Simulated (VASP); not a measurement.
Here is a VASP 6.6.1 calculation.

INCAR

```
SYSTEM = AlNi
PREC = Accurate
ENCUT = 520
EDIFF = 1E-6
ISMEAR = 0
SIGMA = 0.15
LREAL = .False.
LASPH = .True.
NELM = 80
ALGO = Fast
ISIF = 2
LWAVE = .False.
LCHARG = .False.
GGA = PE
NBANDS = 14
```

File KPOINTS:

```
Automatic mesh
0
Gamma
  16 16 16
  0 0 0
```

File POSCAR:

```
AlNi
1.0
    2.1107312062     -2.1106962774      0.0000000000
    2.1107312062      2.1106962774      0.0000000000
    0.0000000000      0.0000000000      2.9778000000
Al Ni
1 1
Direct
    0.0000000000      0.0000000000      0.0000000000
    0.5000000000      0.5000000000      0.5000000000
```

Potentials or basis: VASP PAW PBE potentials, release 64 (Al, Ni).

The run is started by

```bash
$ cat potpaw_PBE.64/Al/POTCAR potpaw_PBE.64/Ni/POTCAR > POTCAR
$ mpirun -np 1 vasp_std > vasp.out
```

Question: What does it give for the band gap on the k mesh?

Answer: Zero (an odd number of electrons rules out a gap without spin polarisation).

Question: What does it give for the pressure?

Answer: -11.2 GPa.

Stress tensor (GPa, compression positive):
```
-11.27   0.00   0.00
  0.00 -11.27   0.00
  0.00   0.00 -11.14
```

Caveat: the cell stands under tension. Spin polarisation is off, so any magnetic state and its effect on volume and gap are missing.
